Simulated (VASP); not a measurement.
# Ir (Immm) in VASP: notebook

The runs below take Ir through single point, with PBE.

All numbers are computed with VASP 6.6.1; they aren't measurements. Logs are shortened: lines on timing, memory, paths and dates and some standing lists are left out, and cuts for length are marked.

## Step 1: The cell of the first run

The structure is orthorhombic, space group Immm (No. 71). Conventional cell: a = 2.593 Å, b = 2.880 Å, c = 3.870 Å, α = 90.00°, β = 90.00°, γ = 90.00°. Ir (site symmetry mmm) has 12 Ir at 2.59 to 2.88 Å within 3.4 Å.

## Step 2: Single point, PBE (engineering shear strain xy -0.1050, normal strain along z +0.0000)

The input, INCAR:

```
PREC     = Accurate       # precision mode
ENCUT    = 520            # plane-wave cutoff, eV
EDIFF    = 1E-6           # SCF threshold, eV
ISMEAR   = 0              # smearing method
SIGMA    = 0.15           # smearing width, eV
LREAL    = F              # projectors in reciprocal space
LASPH    = T              # aspherical terms in the spheres
NELM     = 60             # most SCF steps
ALGO     = Fast           # electronic algorithm
ISIF     = 2              # what is computed and relaxed
LWAVE    = F              # write WAVECAR
LCHARG   = F              # write CHGCAR
GGA      = PE             # functional
NBANDS   = 10             # bands
```

The input, KPOINTS:

```
regular mesh
0
Gamma
  20 20 20
```

The input, POSCAR:

```
Ir
1.0
   -0.1015970341      1.9351816027      1.9351816027
    1.9351816027     -0.1015970341      1.9351816027
    1.8335845686      1.8335845686      0.0000000000
Ir
1
Direct
    0.0000000000      0.0000000000      0.0000000000
```

Potentials or basis: VASP PAW PBE potentials, release 64 (Ir).

Run with:

```sh
cat potpaw_PBE.64/Ir/POTCAR > POTCAR
mpirun -np 1 vasp_std > vasp.out
```

OUTCAR:

```text
PREC = Accurate
   ENCUT = 520
   EDIFF = 1E-6
   ISMEAR = 0
   LREAL = F
   LASPH = T
   NELM = 60
   ISIF = 2
   GGA = PE

 ion  position               nearest neighbor table
   1  0.000  0.000  0.000-

  LATTYP: Found a body centered orthorhombic cell.
 ALAT       =     2.5930801647
 B/A-ratio  =     1.1108179419
 C/A-ratio  =     1.4925736806

  Lattice vectors:

 A1 = (   0.1015970341,  -1.9351816027,  -1.9351816027)
 A2 = (  -0.1015970341,   1.9351816027,  -1.9351816027)
 A3 = (   1.9351816027,  -0.1015970341,   1.9351816027)

Analysis of symmetry for initial positions (statically):
=====================================================================
 Subroutine PRICEL returns:
 Original cell was already a primitive cell.

 Routine SETGRP: Setting up the symmetry group for a
 body centered orthorhombic supercell.

 Subroutine GETGRP returns: Found  8 space group operations
 (whereof  8 operations were pure point group operations)
 out of a pool of  8 trial point group operations.

The static configuration has the point symmetry D_2h.

Analysis of symmetry for dynamics (positions and initial velocities):
=====================================================================
 Subroutine PRICEL returns:
 Original cell was already a primitive cell.

 Routine SETGRP: Setting up the symmetry group for a
 body centered orthorhombic supercell.

 Subroutine GETGRP returns: Found  8 space group operations
 (whereof  8 operations were pure point group operations)
 out of a pool of  8 trial point group operations.

The dynamic configuration has the point symmetry D_2h.

 Subroutine INISYM returns: Found  8 space group operations
 (whereof  8 operations are pure point group operations),
 and found     1 'primitive' translations

----------------------------------------------------------------------------------------

                                     Primitive cell

  volume of cell :      14.4543

  direct lattice vectors                    reciprocal lattice vectors
    -0.101597034  1.935181603  1.935181603    -0.245485686  0.245485686  0.258373684
     1.935181603 -0.101597034  1.935181603     0.245485686 -0.245485686  0.258373684
     1.833584569  1.833584569  0.000000000     0.272689904  0.272689904 -0.258373684

  length of vectors
     2.738645218  2.738645218  2.593080165     0.432762526  0.432762526  0.464194494

  position of ions in fractional coordinates (direct lattice)
     0.000000000  0.000000000  0.000000000

  ion indices of the primitive-cell ions
   primitive index   ion index
                 1           1

----------------------------------------------------------------------------------------

 KPOINTS: regular mesh

Automatic generation of k-mesh.
 Grid dimensions read from file:
 generate k-points for:   20   20   20

 Generating k-lattice:

  Cartesian coordinates                     Fractional coordinates (reciprocal lattice)
    -0.012274284  0.012274284  0.012918684     0.050000000  0.000000000  0.000000000
     0.012274284 -0.012274284  0.012918684     0.000000000  0.050000000  0.000000000
     0.013634495  0.013634495 -0.012918684     0.000000000  0.000000000  0.050000000

  Length of vectors
     0.021638126  0.021638126  0.023209725

  Shift w.r.t. Gamma in fractional coordinates (k-lattice)
     0.000000000  0.000000000  0.000000000

 Subroutine IBZKPT returns following result:
 ===========================================

 Found   1166 irreducible k-points:

 Following reciprocal coordinates:
            Coordinates               Weight
  0.000000  0.000000  0.000000      1.000000
  0.050000 -0.000000  0.000000      4.000000
  0.100000 -0.000000  0.000000      4.000000
  0.150000 -0.000000  0.000000      4.000000
  0.200000 -0.000000  0.000000      4.000000
  0.250000 -0.000000  0.000000      4.000000
[... 16 lines left out ...]
 -0.400000  0.050000  0.000000      4.000000
 -0.350000  0.050000  0.000000      4.000000
 [... further k-points ...]
   k-points           NKPTS =   1166   k-points in BZ     NKDIM =   1166   number of bands    NBANDS=     10
   number of dos      NEDOS =    301   number of ions     NIONS =      1
   total plane-waves  NPLWV =   8000
   dimension x,y,z NGX =    20 NGY =   20 NGZ =   20
   dimension x,y,z NGXF=    40 NGYF=   40 NGZF=   40
   ions per type =               1
   NGX,Y,Z   is equivalent  to a cutoff of  12.14, 12.14, 12.82 a.u.
   NGXF,Y,Z  is equivalent  to a cutoff of  24.28, 24.28, 25.64 a.u.
 SYSTEM =  unknown system
   PREC   = accura    normal or accurate (medium, high low for compatibility)
   ISTART =      0    job   : 0-new  1-cont  2-samecut
   ICHARG =      2    charge: 1-file 2-atom 10-const
   ISPIN  =      1    spin polarized calculation?
   LNONCOLLINEAR =      F non collinear calculations
   LSORBIT =      F    spin-orbit coupling
   LASPH  =      T    aspherical Exc in radial PAW
   ENCUT  =  520.0 eV  38.22 Ry    6.18 a.u.   5.09  5.09  4.82*2*pi/ulx,y,z
   NELM   =     60;   NELMIN=  2; NELMDL= -5     # of ELM steps
   EDIFF  = 0.1E-05   stopping-criterion for ELM
   LREAL  =      F    real-space projection
   EDIFFG = 0.1E-04   stopping-criterion for IOM
   NSW    =      0    number of steps for IOM
   IBRION =     -1    ionic relax: 0-MD 1-quasi-New 2-CG
   NFREE  =      0    steps in history (QN), initial steepest desc. (CG)
   ISIF   =      2    stress and relaxation
   ISYM   =      2    0-nonsym 1-usesym 2-fastsym
   POTIM  = 0.5000    time-step for ionic-motion
   TEBEG  =    0.0;   TEEND  =   0.0 temperature during run
   PSTRESS=    0.0 pullay stress
   NELECT =       9.0000    total number of electrons
   NUPDOWN=      -1.0000    fix difference up-down
   EMIN   =  10.00;   EMAX   =-10.00  energy-range for DOS
   EFERMI =   0.00;   METHOD = LEGACY
   ISMEAR =     0;   SIGMA  =   0.15  broadening in eV -4-tet -1-fermi 0-gaus
   EFERMI_NEDOS =   21; number of points for ismear=-14 and -15
   IALGO  =     68    algorithm
   IMIX   =      4    mixing-type and parameters
     AMIX     =   0.40;   BMIX     =  1.00
     AMIX_MAG =   1.60;   BMIX_MAG =  1.00
  volume/ion in A,a.u.               =      14.45        97.54
  Fermi-wavevector in a.u.,A,eV,Ry     =   1.397945  2.641734 26.589199  1.954251
  Thomas-Fermi vector in A             =   2.521152
   LORBIT       =      0    0 simple, 1 ext, 2 COOP (PROOUT), +10 PAW based schemes
   GGA     = PE    functional components
   LHFCALC =     F    Hartree Fock is set to
   AEXX    =    0.0000 exact exchange contribution
   IVDW    =     0    specifies the selected vdW correction
   LEPSILON=     F    determine dielectric tensor
   LRPA    =     F    only Hartree local field effects (RPA)
 non-spin polarized calculation
 RMM-DIIS sequential band-by-band and
 Gauss-broadening in eV      SIGMA  =   0.15
  energy-cutoff  :      520.00
  volume of cell :       14.45
 maximum number of plane-waves:       404
   NGX = 11   NGY = 11   NGZ =  9

 number of electron       9.0000000 magnetization

 Free energy of the ion-electron system (eV)
  ---------------------------------------------------
  ext. energy  EPLUGINS =         0.00000000
  ---------------------------------------------------
  free energy    TOTEN  =        -8.72577684 eV

  energy without entropy =       -8.71410988  energy(sigma->0) =       -8.71994336

 E-fermi :   9.9788     XC(G=0): -13.8503

 val. band max:        9.9784743986   @ k =  -0.2500   0.2000   0.1000
 cond. band min:       9.9794691824   @ k =  -0.1000   0.3000   0.2500
 fundamental gap:      0.0009947838
 Fermi energy:         9.9788258649

 k-point     1 :       0.0000    0.0000    0.0000
  band No.  band energies     occupation
      1      -0.8485      2.00000
      2       5.5473      2.00000
      3       5.9299      2.00000
      4       7.1316      2.00000
      5       9.0071      2.00000
      6       9.0588      2.00000
      7      24.2784      0.00000
      8      28.2988      0.00000
      9      30.0481      0.00000
     10      31.7034      0.00000

 k-point     2 :       0.0500   -0.0000    0.0000
  band No.  band energies     occupation
      1      -0.7490      2.00000
      2       5.5456      2.00000
      3       5.9188      2.00000
      4       7.1718      2.00000
      5       8.9963      2.00000
      6       9.0374      2.00000
      7      24.4310      0.00000
      8      28.0300      0.00000
      9      30.0063      0.00000
     10      31.8514      0.00000

 k-point     3 :       0.1000   -0.0000    0.0000
  band No.  band energies     occupation
      1      -0.4590      2.00000
      2       5.5174      2.00000
      3       5.9145      2.00000
      4       7.2772      2.00000
      5       8.9811      2.00000
      6       8.9887      2.00000
      7      24.8482      0.00000
      8      27.1712      0.00000
      9      30.2908      0.00000
     10      32.2864      0.00000

 k-point     4 :       0.1500   -0.0000    0.0000
  band No.  band energies     occupation
      1      -0.0067      2.00000
      2       5.4506      2.00000
      3       5.9462      2.00000
      4       7.3990      2.00000
      5       8.9558      2.00000
      6       9.0147      2.00000
      7      25.2892      0.00000
      8      26.1060      0.00000
      9      31.0101      0.00000
     10      32.9813      0.00000
[... 222 lines left out ...]
 k-point    22 :      -0.4500    0.0500    0.0000
  band No.  band energies     occupation
      1       2.0848      2.00000
      2       5.5443      2.00000
      3       7.1056      2.00000
      4       8.3319      2.00000
      5      10.6674      0.00000
      6      11.0467      0.00000
      7      16.6531      0.00000
      8      24.5859      0.00000
      9      29.2515      0.00000
     10      31.5613      0.00000

 k-point    23 :      -0.4000    0.0500    0.0000
  band No.  band energies     occupation
      1       2.0632      2.00000
      2       5.5918      2.00000
      3       7.1562      2.00000
      4       7.7308      2.00000
      5      10.4040      0.00006
      6      10.7313      0.00000
      7      17.7261      0.00000
      8      24.8497      0.00000
      9      29.5417      0.00000
     10      32.3763      0.00000

 k-point    24 :      -0.3500    0.0500    0.0000
  band No.  band energies     occupation
      1       1.9798      2.00000
      2       5.6766      2.00000
      3       6.8532      2.00000
      4       7.2479      2.00000
      5      10.1364      0.13749
      6      10.2911      0.00323
      7      19.2242      0.00000
      8      25.2947      0.00000
      9      30.1725      0.00000
     10      33.6139      0.00000

 [... further k-points ...]
[... 5 lines left out ...]
  --------------------------------------------------------------------------------------
  -------------------------------------------------------------------------------------
  Total        0.7506634      0.7506634      0.0193329      2.4527523      0.0000000      0.0000000
  in kB       83.2068951     83.2068951      2.1429484    271.8740659      0.0000000      0.0000000
  external PRESSURE =      56.1855795 kB  Pullay stress =       0.0000000 kB

 VOLUME and BASIS-vectors are now :
 -----------------------------------------------------------------------------
  energy-cutoff  :      520.00
  volume of cell :       14.45
      direct lattice vectors                 reciprocal lattice vectors
    -0.101597034  1.935181603  1.935181603    -0.245485686  0.245485686  0.258373684
     1.935181603 -0.101597034  1.935181603     0.245485686 -0.245485686  0.258373684
     1.833584569  1.833584569  0.000000000     0.272689904  0.272689904 -0.258373684

 POSITION                                       TOTAL-FORCE (eV/Angst)
 -----------------------------------------------------------------------------------
      0.00000      0.00000      0.00000         0.000000     -0.000000     -0.000000
 -----------------------------------------------------------------------------------
    total drift:                                0.000000      0.000000      0.000000

  FREE ENERGIE OF THE ION-ELECTRON SYSTEM (eV)
  ---------------------------------------------------
  free  energy   TOTEN  =        -8.7257768389 eV

  energy  without entropy=       -8.7141098818  energy(sigma->0) =       -8.71994336
```

It took 2 min on 1 thread of Intel Xeon Platinum 8488C (Sapphire Rapids), shared host; peak memory 0.28 GiB.

Results:

```
Free energy            : -8.7258 eV
Pressure               : 5.6 GPa
Band gap on the k mesh : zero (an odd number of electrons rules out a gap without spin polarisation)
```

Stress tensor (GPa, compression positive):
```
 8.32 27.19  0.00
27.19  8.32  0.00
 0.00  0.00  0.21
```

Caveat: the cell differs from its parent crystal (engineering shear strain xy -0.1050, normal strain along z +0.0000); the cell stands under pressure; spin-orbit coupling is left out, which moves the levels of the heavy elements.

## Step 3: Single point, PBE (engineering shear strain xy -0.0700, normal strain along z +0.0375)

The input, INCAR:

```
SYSTEM = Ir
PREC     = Accurate       ! precision mode
ENCUT    = 520            ! plane-wave cutoff, eV
EDIFF    = 1E-7           ! SCF threshold, eV
ISMEAR   = 0              ! smearing method
SIGMA    = 0.15           ! smearing width, eV
LREAL    = .FALSE.        ! projectors in reciprocal space
LASPH    = .TRUE.         ! aspherical terms in the spheres
NELM     = 80             ! most SCF steps
ALGO     = Fast           ! electronic algorithm
ISIF     = 2              ! what is computed and relaxed
LWAVE    = .FALSE.        ! write WAVECAR
LCHARG   = .FALSE.        ! write CHGCAR
GGA      = PE             ! functional
NBANDS   = 10             ! bands
```

The input, KPOINTS:

```
Automatic mesh
0
G
  20 20 20
  0 0 0
```

The input, POSCAR:

```
Ir
1.0
   -0.0677313561      1.9351816027      2.0077509128
    1.9351816027     -0.0677313561      2.0077509128
    1.8674502466      1.8674502466      0.0000000000
Ir
1
Direct
    0.0000000000      0.0000000000      0.0000000000
```

Potentials or basis: VASP PAW PBE potentials, release 64 (Ir).

Run with:

```sh
cat potpaw_PBE.64/Ir/POTCAR > POTCAR
mpirun -np 1 vasp_std > vasp.out
```

Wall time 2.4 min (1 thread of Intel Xeon Platinum 8488C (Sapphire Rapids), shared host); peak memory 0.3 GiB.

It converged, with:

| Property | Result |
| --- | --- |
| Free energy | -8.7672 eV |
| Pressure | -8.7 GPa |
| Band gap on the k mesh | zero (an odd number of electrons rules out a gap without spin polarisation) |

Stress tensor (GPa, compression positive):
```
 -3.73  17.71   0.00
 17.71  -3.73   0.00
  0.00   0.00 -18.54
```

Levels at points of the mesh, in eV from the Fermi level:
| k point | band 2 | band 3 | band 4 | band 5 | band 6 | band 7 |
| --- | --- | --- | --- | --- | --- | --- |
| (0.00, 0.00, 0.00) | -3.95 | -3.83 | -2.80 | -1.28 | -0.71 | 14.42 |
| (0.50, 0.00, 0.00) | -4.20 | -2.81 | -0.87 | 0.60 | 0.92 | 6.22 |
| (0.50, 0.50, 0.00) | -6.66 | 0.89 | 1.28 | 1.33 | 1.36 | 9.11 |
| (0.00, 0.00, 0.50) | -3.85 | -3.44 | -0.19 | 0.53 | 1.23 | 7.38 |
| (0.50, 0.00, 0.50) | -6.67 | 0.65 | 1.10 | 1.69 | 2.06 | 10.20 |

Caveat: the cell differs from its parent crystal (engineering shear strain xy -0.0700, normal strain along z +0.0375); the cell stands under tension; spin-orbit coupling is left out, which moves the levels of the heavy elements.
